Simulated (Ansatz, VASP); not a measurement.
BeSn3 in VASP and in Ansatz

INCAR

```
SYSTEM = BeSn3
  PREC = Accurate
  ENCUT = 600
  EDIFF = 1E-6
  ISMEAR = 0
  SIGMA = 0.1
  LREAL = .False.
  LASPH = .True.
  NELM = 100
  ALGO = Normal
  ISIF = 3
  LWAVE = .False.
  LCHARG = .False.
  GGA = PE
  IBRION = 2
  NSW = 90
  EDIFFG = -0.04
```

KPOINTS

```
Automatic mesh
0
Gamma
  4 4 4
  0 0 0
```

Contents of POSCAR:

```
BeSn3
1.0
    4.3589605485      0.0000000000      0.0000000000
    0.0000000000      4.3589605485      0.0000000000
    0.0000000000      0.0000000000      4.3589605485
Be Sn
1 3
Direct
    0.0000000000      0.0000000000      0.0000000000
    0.0000000000      0.5000000000      0.5000000000
    0.5000000000      0.0000000000      0.5000000000
    0.5000000000      0.5000000000      0.0000000000
```

Input for Ansatz:

```yaml
crystal:
  lattice:
    - [4.3589605485, 0.0, 0.0]
    - [0.0, 4.3589605485, 0.0]
    - [0.0, 0.0, 4.3589605485]
  atoms:
    - { symbol: Be, position: [0.0, 0.0, 0.0] }
    - { symbol: Sn, position: [0.0, 0.5, 0.5] }
    - { symbol: Sn, position: [0.5, 0.0, 0.5] }
    - { symbol: Sn, position: [0.5, 0.5, 0.0] }
basis:
  ecutwfc: 420
kpoints:
  mp_grid: { grid: [4, 4, 4] }
hamiltonian:
  xc: pbe
scf:
  occupations: { method: gaussian, width: 0.1 }
  lower_state_search: "off"
output:
  forces: true
  stress: true
  eigenvalues: true
relax:
  adjacent_minimum: "off"
  f_tol: 0.04
  max_steps: 70
  cell: { stress_tol: 0.4 }
```

Alike in both runs: task relaxation of cell and atoms; functional PBE; k mesh 4 × 4 × 4; occupations gaussian, width 0.1 eV; no spin polarisation.

|  | VASP | Ansatz |
| --- | --- | --- |
| version | VASP 6.6.1 | Ansatz 0.2.0 |
| potentials or method | VASP PAW PBE potentials, release 64 (Be, Sn_d), cutoff 600 eV | scalar-relativistic, plane waves, PAW |
| valence electrons in the cell | 44 | 44 |

Ansatz gave:

- gap on the k mesh at the Fermi level, each at its own relaxed structure (eV): none
- relaxed volume (Å³/atom): 23.63
- relaxed length of the cell vector where the two differ most in proportion (Å): 4.555

Problem. Which values does VASP return?

Solution. gap on the k mesh at the Fermi level, each at its own relaxed structure (eV): none; relaxed volume (Å³/atom): 23.49; relaxed length of the cell vector where the two differ most in proportion (Å): 4.546.

A gap of «none» marks a metal or a gap that the smearing closes.

The k mesh is coarse, so the values compare programs but aren't converged.
